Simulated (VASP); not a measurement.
AlFe:

```
Al Fe
1.0
     2.91000    0.00000    0.00000
     0.00000    2.91000    0.00000
     0.00000    0.00000    2.91000
Al Fe
1 1
Cartesian
  0.0000 0.0000 0.0000
  1.4550 1.4550 1.4550
```

Base run:

| Item | Value |
| --- | --- |
| Program | VASP 6.6.1 |
| Functional | PBEsol |
| Potentials or basis | VASP PAW PBE potentials, release 64 (Al, Fe) |
| Cutoff | 520 eV |
| k mesh | 9 × 9 × 9 |
| Occupations | gaussian, width 0.15 eV |
| Spin | collinear spin, ferromagnetic start |
| Starting moments | [0.08, 3.13] μB |
| Fixed moment | 3.2 μB |

Its results: pressure 15.2 GPa; site moments Al +0.03; Fe +2.92 μB.

**Question.** The run is repeated on the same cell with these changes: fixed moment from 3.2 μB to 4.2 μB; moments at the start from [0.08, 3.13] to [0.25, 3.79]. What comes out?

**Answer.** Pressure 35.1 GPa; site moments Al +0.12; Fe +3.57 μB.

Caveats: the PAW data sets were made with another functional, which shifts forces and pressure a little; the total moment is fixed, so each spin has its own Fermi level.
